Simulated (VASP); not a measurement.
Write the native input for VASP 6.6.1 that does the following.

```
Task                   : single point
Functional             : PBEsol
Potentials or basis    : VASP PAW PBE potentials, release 64 (Zn, Sn_d, Ge_d, P)
Cutoff                 : 520 eV
k mesh                 : 1 × 1 × 1, shifted
Occupations            : fermi-dirac, width 0.05 eV
Spin                   : no spin polarisation
Dipole correction      : no
Further INCAR settings : LREAL = Auto; ALGO = Normal; EDIFF = 1e-06; NBANDS = 166; ISYM = 0
```

The structure of Zn2SnGeP4 lies in POSCAR:

```
Zn2SnGeP4
1.0
   11.0223120000     -0.0001540000     -0.0000390000
   -0.0000770000      5.5111560000     -0.0000200000
   -0.0000390000     -0.0000390000     10.9603980000
Zn Sn Ge P
8 4 4 16
Direct
    0.0066040000      0.0035290000      0.0018680000
    0.4944670000      0.9770400000      0.9864180000
    0.9963450000      0.5057910000      0.2591330000
    0.5007000000      0.5300650000      0.2421660000
    0.2425150000      0.0051870000      0.7627840000
    0.7525230000      0.9712800000      0.7546200000
    0.2484750000      0.4861780000      0.4911690000
    0.7506590000      0.4921490000      0.4979300000
    0.0039020000      0.0105030000      0.5012760000
    0.7629950000      0.5039500000      0.0058460000
    0.9936570000      0.4888280000      0.7433160000
    0.4948330000      0.5149760000      0.7467050000
    0.5014220000      0.9959470000      0.4984880000
    0.2474420000      0.9946710000      0.2544280000
    0.7449150000      0.9913700000      0.2521180000
    0.2358240000      0.5032390000      0.0040870000
    0.1125600000      0.2498880000      0.1264210000
    0.6301660000      0.2544800000      0.1200170000
    0.1291400000      0.2511320000      0.6248520000
    0.6251190000      0.2542210000      0.6250120000
    0.3853860000      0.7411620000      0.1227390000
    0.8806640000      0.7524320000      0.1193640000
    0.3692730000      0.2526340000      0.3567780000
    0.8830580000      0.2636810000      0.3713780000
    0.1320410000      0.7545460000      0.3676060000
    0.6277790000      0.7348320000      0.3700230000
    0.1239310000      0.7501620000      0.8881910000
    0.6208740000      0.7810630000      0.8766060000
    0.3759740000      0.7507890000      0.6205450000
    0.8674970000      0.7418660000      0.6234730000
    0.3789740000      0.2188340000      0.8767590000
    0.8752870000      0.2409920000      0.8749220000
```

The input as run:

INCAR

```
ALGO = Normal
EDIFF = 1E-6
ENCUT = 520
GGA = PS
ISIF = 2
ISMEAR = -1
ISYM = 0
LASPH = True
LCHARG = True
LELF = True
LREAL = Auto
LVHAR = True
LWAVE = False
NBANDS = 166
NELM = 80
PREC = Accurate
SIGMA = 0.05
```

KPOINTS

```
Automatic mesh
0
Gamma
  1 1 1
  0.25 0.25 0.25
```

Potentials or basis: VASP PAW PBE potentials, release 64 (Zn, Sn_d, Ge_d, P).

Run with:

```console
$ cat potpaw_PBE.64/Zn/POTCAR potpaw_PBE.64/Sn_d/POTCAR potpaw_PBE.64/Ge_d/POTCAR potpaw_PBE.64/P/POTCAR > POTCAR
$ mpirun -np 1 vasp_std > vasp.out
```

It gave:

```json
{
  "Pressure": "2.7 GPa",
  "Largest force": "3.706 eV/Å",
  "Band gap on the k mesh": "1.62 eV"
}
```

Caveat: the k points lie up to 0.57 Å⁻¹ apart; the PAW data sets were made with another functional, which shifts forces and pressure a little; spin-orbit coupling is left out, which moves the levels of the heavy elements; a shifted mesh leaves out Γ, where band edges can lie.

Run time: 6.2 min on 1 thread of Intel(R) Xeon(R) Platinum 8259CL CPU @ 2.50GHz (Skylake/Cascade Lake) (shared host), peak memory 0.7 GiB.
